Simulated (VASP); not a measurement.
# TaSi6 (Pm-3m) in VASP: notebook

Runs on TaSi6. Level: PBE. Tasks: single point, relaxation of cell and atoms.

Everything below comes from runs of VASP 6.6.1. Logs are shortened: lines on timing, memory, paths and dates and some standing lists are left out, and cuts for length are marked.

## (1) The cell of the first run

It takes space group Pm-3m (No. 221, cubic). Conventional cell: a = 5.746 Å, b = 5.746 Å, c = 5.746 Å, α = 90.00°, β = 90.00°, γ = 90.00°. Within 5.5 Å of Ta (site symmetry m-3m) lie 24 Si at 4.22 Å. Si (site symmetry 4mm) has 5 Si at 2.31 to 2.43 Å within 3.1 Å.

The cell was generated, and may not be a known phase.

## (2) Single point, PBE

INCAR

```
ALGO = Normal
EDIFF = 1E-7
ENCUT = 520
GGA = PE
ISIF = 2
ISMEAR = 0
LASPH = True
LCHARG = False
LREAL = False
LWAVE = False
NBANDS = 26
NELM = 100
PREC = Accurate
SIGMA = 0.1
```

KPOINTS

```
k-points
0
Gamma
  8 8 8
```

POSCAR

```
TaSi6
1.0
    5.7460498606      0.0000000000      0.0000000000
    0.0000000000      5.7460498606      0.0000000000
    0.0000000000      0.0000000000      5.7460498606
Ta Si
1 6
Direct
    0.0000000000      0.0000000000      0.0000000000
    0.2008337122      0.5000000000      0.5000000000
    0.5000000000      0.2008337122      0.5000000000
    0.7991662878      0.5000000000      0.5000000000
    0.5000000000      0.7991662878      0.5000000000
    0.5000000000      0.5000000000      0.2008337122
    0.5000000000      0.5000000000      0.7991662878
```

Potentials or basis: VASP PAW PBE potentials, release 64 (Ta_pv, Si).

Run with:

```
> cat potpaw_PBE.64/Ta_pv/POTCAR potpaw_PBE.64/Si/POTCAR > POTCAR
> mpirun -np 1 vasp_std > vasp.out
```

OUTCAR:

```text
EDIFF = 1E-7
   ENCUT = 520
   GGA = PE
   ISIF = 2
   ISMEAR = 0
   LASPH = True
   LREAL = False
   NELM = 100
   PREC = Accurate

 ion  position               nearest neighbor table
   1  0.000  0.000  0.000-
   2  0.201  0.500  0.500-   4 2.31   3 2.43   5 2.43   6 2.43   7 2.43
   3  0.500  0.201  0.500-   5 2.31   4 2.43   2 2.43   6 2.43   7 2.43
   4  0.799  0.500  0.500-   2 2.31   3 2.43   5 2.43   6 2.43   7 2.43
   5  0.500  0.799  0.500-   3 2.31   2 2.43   4 2.43   6 2.43   7 2.43
   6  0.500  0.500  0.201-   7 2.31   3 2.43   4 2.43   5 2.43   2 2.43
   7  0.500  0.500  0.799-   6 2.31   3 2.43   4 2.43   5 2.43   2 2.43

  LATTYP: Found a simple cubic cell.
 ALAT       =     5.7460498606

  Lattice vectors:

 A1 = (   5.7460498606,   0.0000000000,   0.0000000000)
 A2 = (   0.0000000000,   5.7460498606,   0.0000000000)
 A3 = (   0.0000000000,   0.0000000000,   5.7460498606)

Analysis of symmetry for initial positions (statically):
=====================================================================
 Subroutine PRICEL returns:
 Original cell was already a primitive cell.

 Routine SETGRP: Setting up the symmetry group for a
 simple cubic supercell.

 Subroutine GETGRP returns: Found 48 space group operations
 (whereof 48 operations were pure point group operations)
 out of a pool of 48 trial point group operations.

The static configuration has the point symmetry O_h .

Analysis of symmetry for dynamics (positions and initial velocities):
=====================================================================
 Subroutine PRICEL returns:
 Original cell was already a primitive cell.

 Routine SETGRP: Setting up the symmetry group for a
 simple cubic supercell.

 Subroutine GETGRP returns: Found 48 space group operations
 (whereof 48 operations were pure point group operations)
 out of a pool of 48 trial point group operations.

The dynamic configuration has the point symmetry O_h .

 Subroutine INISYM returns: Found 48 space group operations
 (whereof 48 operations are pure point group operations),
 and found     1 'primitive' translations

----------------------------------------------------------------------------------------

                                     Primitive cell

  volume of cell :     189.7178

  direct lattice vectors                    reciprocal lattice vectors
     5.746049861  0.000000000  0.000000000     0.174032601  0.000000000  0.000000000
     0.000000000  5.746049861  0.000000000     0.000000000  0.174032601  0.000000000
     0.000000000  0.000000000  5.746049861     0.000000000  0.000000000  0.174032601

  length of vectors
     5.746049861  5.746049861  5.746049861     0.174032601  0.174032601  0.174032601

  position of ions in fractional coordinates (direct lattice)
     0.000000000  0.000000000  0.000000000
     0.200833712  0.500000000  0.500000000
     0.500000000  0.200833712  0.500000000
     0.799166288  0.500000000  0.500000000
     0.500000000  0.799166288  0.500000000
     0.500000000  0.500000000  0.200833712
     0.500000000  0.500000000  0.799166288

  ion indices of the primitive-cell ions
   primitive index   ion index
                 1           1
                 2           2
                 3           3
                 4           4
                 5           5
                 6           6
                 7           7

----------------------------------------------------------------------------------------

 KPOINTS: k-points

Automatic generation of k-mesh.
 Grid dimensions read from file:
 generate k-points for:    8    8    8

 Generating k-lattice:

  Cartesian coordinates                     Fractional coordinates (reciprocal lattice)
     0.021754075  0.000000000  0.000000000     0.125000000  0.000000000  0.000000000
     0.000000000  0.021754075  0.000000000     0.000000000  0.125000000  0.000000000
     0.000000000  0.000000000  0.021754075     0.000000000  0.000000000  0.125000000

  Length of vectors
     0.021754075  0.021754075  0.021754075

  Shift w.r.t. Gamma in fractional coordinates (k-lattice)
     0.000000000  0.000000000  0.000000000

 Subroutine IBZKPT returns following result:
 ===========================================

 Found     35 irreducible k-points:

 Following reciprocal coordinates:
            Coordinates               Weight
  0.000000  0.000000  0.000000      1.000000
  0.125000  0.000000  0.000000      6.000000
  0.250000  0.000000  0.000000      6.000000
  0.375000  0.000000  0.000000      6.000000
  0.500000  0.000000  0.000000      3.000000
  0.125000  0.125000  0.000000     12.000000
[... 16 lines left out ...]
  0.375000  0.375000  0.125000     24.000000
  0.500000  0.375000  0.125000     24.000000
 [... further k-points ...]
   k-points           NKPTS =     35   k-points in BZ     NKDIM =     35   number of bands    NBANDS=     26
   number of dos      NEDOS =    301   number of ions     NIONS =      7
   total plane-waves  NPLWV = 110592
   dimension x,y,z NGX =    48 NGY =   48 NGZ =   48
   dimension x,y,z NGXF=    96 NGYF=   96 NGZF=   96
   ions per type =               1   6
   NGX,Y,Z   is equivalent  to a cutoff of  13.89, 13.89, 13.89 a.u.
   NGXF,Y,Z  is equivalent  to a cutoff of  27.77, 27.77, 27.77 a.u.
 SYSTEM =  unknown system
   PREC   = accura    normal or accurate (medium, high low for compatibility)
   ISTART =      0    job   : 0-new  1-cont  2-samecut
   ICHARG =      2    charge: 1-file 2-atom 10-const
   ISPIN  =      1    spin polarized calculation?
   LNONCOLLINEAR =      F non collinear calculations
   LSORBIT =      F    spin-orbit coupling
   LASPH  =      T    aspherical Exc in radial PAW
   ENCUT  =  520.0 eV  38.22 Ry    6.18 a.u.  10.68 10.68 10.68*2*pi/ulx,y,z
   NELM   =    100;   NELMIN=  2; NELMDL= -5     # of ELM steps
   EDIFF  = 0.1E-06   stopping-criterion for ELM
   LREAL  =      F    real-space projection
   EDIFFG = 0.1E-05   stopping-criterion for IOM
   NSW    =      0    number of steps for IOM
   IBRION =     -1    ionic relax: 0-MD 1-quasi-New 2-CG
   NFREE  =      0    steps in history (QN), initial steepest desc. (CG)
   ISIF   =      2    stress and relaxation
   ISYM   =      2    0-nonsym 1-usesym 2-fastsym
   POTIM  = 0.5000    time-step for ionic-motion
   TEBEG  =    0.0;   TEEND  =   0.0 temperature during run
   PSTRESS=    0.0 pullay stress
   NELECT =      35.0000    total number of electrons
   NUPDOWN=      -1.0000    fix difference up-down
   EMIN   =  10.00;   EMAX   =-10.00  energy-range for DOS
   EFERMI =   0.00;   METHOD = LEGACY
   ISMEAR =     0;   SIGMA  =   0.10  broadening in eV -4-tet -1-fermi 0-gaus
   EFERMI_NEDOS =   21; number of points for ismear=-14 and -15
   IALGO  =     38    algorithm
   IMIX   =      4    mixing-type and parameters
     AMIX     =   0.40;   BMIX     =  1.00
     AMIX_MAG =   1.60;   BMIX_MAG =  1.00
  volume/ion in A,a.u.               =      27.10       182.90
  Fermi-wavevector in a.u.,A,eV,Ry     =   0.931955  1.761139 11.817197  0.868540
  Thomas-Fermi vector in A             =   2.058502
   LORBIT       =      0    0 simple, 1 ext, 2 COOP (PROOUT), +10 PAW based schemes
   GGA     = PE    functional components
   LHFCALC =     F    Hartree Fock is set to
   AEXX    =    0.0000 exact exchange contribution
   IVDW    =     0    specifies the selected vdW correction
   LEPSILON=     F    determine dielectric tensor
   LRPA    =     F    only Hartree local field effects (RPA)
 non-spin polarized calculation
 Gauss-broadening in eV      SIGMA  =   0.10
  energy-cutoff  :      520.00
  volume of cell :      189.72
 maximum number of plane-waves:      5146
 NGX is ok and might be reduce to    48
   NGX = 21   NGY = 21   NGZ = 21

 number of electron      34.9999997 magnetization

 Free energy of the ion-electron system (eV)
  ---------------------------------------------------
  ext. energy  EPLUGINS =         0.00000000
  ---------------------------------------------------
  free energy    TOTEN  =       -31.89954771 eV

  energy without entropy =      -31.83651298  energy(sigma->0) =      -31.86803034

 E-fermi :   3.6064     XC(G=0):  -8.5711

 val. band max:        3.6017402146   @ k =   0.1250   0.1250   0.1250
 cond. band min:       3.6174586948   @ k =   0.5000   0.5000   0.2500
 fundamental gap:      0.0157184803
 Fermi energy:         3.6063616809

 k-point     1 :       0.0000    0.0000    0.0000
  band No.  band energies     occupation
      1     -32.4155      2.00000
      2     -32.4155      2.00000
      3     -32.4155      2.00000
      4      -9.5767      2.00000
      5      -4.1764      2.00000
      6      -4.1764      2.00000
[... 18 lines left out ...]
     25       4.1420      0.00000
     26       7.2140      0.00000

 k-point     2 :       0.1250    0.0000    0.0000
  band No.  band energies     occupation
      1     -32.4156      2.00000
      2     -32.4155      2.00000
      3     -32.4155      2.00000
      4      -9.5508      2.00000
      5      -4.8565      2.00000
      6      -4.1639      2.00000
[... 18 lines left out ...]
     25       4.5346      0.00000
     26       6.3089      0.00000

 k-point     3 :       0.2500    0.0000    0.0000
  band No.  band energies     occupation
      1     -32.4156      2.00000
      2     -32.4155      2.00000
      3     -32.4155      2.00000
      4      -9.4845      2.00000
      5      -5.4851      2.00000
      6      -4.1331      2.00000
[... 18 lines left out ...]
     25       5.2921      0.00000
     26       5.2921      0.00000

 k-point     4 :       0.3750    0.0000    0.0000
  band No.  band energies     occupation
      1     -32.4156      2.00000
      2     -32.4155      2.00000
      3     -32.4155      2.00000
      4      -9.4119      2.00000
      5      -5.9068      2.00000
      6      -4.1010      2.00000
[... 18 lines left out ...]
     25       6.2944      0.00000
     26       6.2945      0.00000

 k-point     5 :       0.5000    0.0000    0.0000
  band No.  band energies     occupation
      1     -32.4156      2.00000
      2     -32.4155      2.00000
      3     -32.4155      2.00000
      4      -9.3795      2.00000
      5      -6.0569      2.00000
      6      -4.0874      2.00000
[... 18 lines left out ...]
     25       6.3576      0.00000
     26       7.1196      0.00000

 k-point     6 :       0.1250    0.1250    0.0000
  band No.  band energies     occupation
      1     -32.4155      2.00000
      2     -32.4155      2.00000
      3     -32.4155      2.00000
      4      -9.5248      2.00000
      5      -4.9167      2.00000
      6      -4.7537      2.00000
[... 427 lines left out ...]
 k-point    21 :       0.3750    0.2500    0.1250
  band No.  band energies     occupation
      1     -32.4156      2.00000
      2     -32.4156      2.00000
      3     -32.4155      2.00000
      4      -9.2870      2.00000
      5      -5.8630      2.00000
      6      -5.4062      2.00000
[... 18 lines left out ...]
     25       5.2128      0.00000
     26       5.9921      0.00000

 k-point    22 :       0.5000    0.2500    0.1250
  band No.  band energies     occupation
      1     -32.4156      2.00000
      2     -32.4156      2.00000
      3     -32.4155      2.00000
      4      -9.2533      2.00000
      5      -6.0124      2.00000
      6      -5.3981      2.00000
[... 18 lines left out ...]
     25       5.1474      0.00000
     26       6.3006      0.00000

 k-point    23 :       0.3750    0.3750    0.1250
  band No.  band energies     occupation
      1     -32.4156      2.00000
      2     -32.4156      2.00000
      3     -32.4155      2.00000
      4      -9.2093      2.00000
      5      -5.8565      2.00000
      6      -5.8118      2.00000
[... 18 lines left out ...]
     25       5.8071      0.00000
     26       5.9382      0.00000

 k-point    24 :       0.5000    0.3750    0.1250
  band No.  band energies     occupation
      1     -32.4156      2.00000
      2     -32.4156      2.00000
      3     -32.4155      2.00000
      4      -9.1746      2.00000
      5      -5.9873      2.00000
      6      -5.8233      2.00000
[... 18 lines left out ...]
     25       5.9475      0.00000
     26       6.2302      0.00000

 [... further k-points ...]
[... 5 lines left out ...]
  --------------------------------------------------------------------------------------
  -------------------------------------------------------------------------------------
  Total       -0.0419687     -0.0419687     -0.0419687     -0.0000000      0.0000000      0.0000000
  in kB       -0.3544283     -0.3544283     -0.3544283     -0.0000000      0.0000000      0.0000000
  external PRESSURE =      -0.3544283 kB  Pullay stress =       0.0000000 kB

 VOLUME and BASIS-vectors are now :
 -----------------------------------------------------------------------------
  energy-cutoff  :      520.00
  volume of cell :      189.72
      direct lattice vectors                 reciprocal lattice vectors
     5.746049861  0.000000000  0.000000000     0.174032601  0.000000000  0.000000000
     0.000000000  5.746049861  0.000000000     0.000000000  0.174032601  0.000000000
     0.000000000  0.000000000  5.746049861     0.000000000  0.000000000  0.174032601

 POSITION                                       TOTAL-FORCE (eV/Angst)
 -----------------------------------------------------------------------------------
      0.00000      0.00000      0.00000        -0.000000     -0.000000      0.000000
      1.15400      2.87302      2.87302         0.004199      0.000000      0.000000
      2.87302      1.15400      2.87302        -0.000000      0.004199      0.000000
      4.59205      2.87302      2.87302        -0.004199     -0.000000     -0.000000
      2.87302      4.59205      2.87302        -0.000000     -0.004199     -0.000000
      2.87302      2.87302      1.15400         0.000000     -0.000000      0.004199
      2.87302      2.87302      4.59205        -0.000000      0.000000     -0.004199
 -----------------------------------------------------------------------------------
    total drift:                                0.000000      0.000000      0.000000

  FREE ENERGIE OF THE ION-ELECTRON SYSTEM (eV)
  ---------------------------------------------------
  free  energy   TOTEN  =       -31.8995477064 eV

  energy  without entropy=      -31.8365129781  energy(sigma->0) =      -31.86803034
```

Run time: 2.4 min. Hardware: 1 thread of AMD EPYC 9R45 (Zen 5), shared host; peak memory 0.37 GiB.

Results:

| Property | Result |
| --- | --- |
| Free energy | -31.8995 eV |
| Pressure | 0.0 GPa |
| Largest force | 0.004 eV/Å |
| Band gap on the k mesh | zero (an odd number of electrons rules out a gap without spin polarisation) |

Forces in eV/Å, atoms in the order of the input:
```
Ta   0.000  0.000  0.000
Si   0.004  0.000  0.000
Si   0.000  0.004  0.000
Si  -0.004  0.000  0.000
Si   0.000 -0.004  0.000
Si   0.000  0.000  0.004
Si   0.000  0.000 -0.004
```

Levels at points of the mesh, in eV from the Fermi level:
```
           k point  band 14  band 15  band 16  band 17  band 18  band 19  band 20  band 21
(0.00, 0.00, 0.00)    -1.34    -0.18    -0.18    -0.18    -0.06    -0.06     0.23     0.23
(0.50, 0.00, 0.00)    -1.93    -1.23    -1.07    -0.50    -0.50    -0.02     0.22     0.93
(0.50, 0.50, 0.00)    -1.37    -0.86    -0.52    -0.40    -0.40     0.14     0.18     0.36
(0.50, 0.50, 0.50)    -1.62    -1.30    -1.30    -0.26     0.09     0.09     0.09     0.26
```

Caveat: spin-orbit coupling is left out, which moves the levels of the heavy elements.

[end of part 1 of 2]
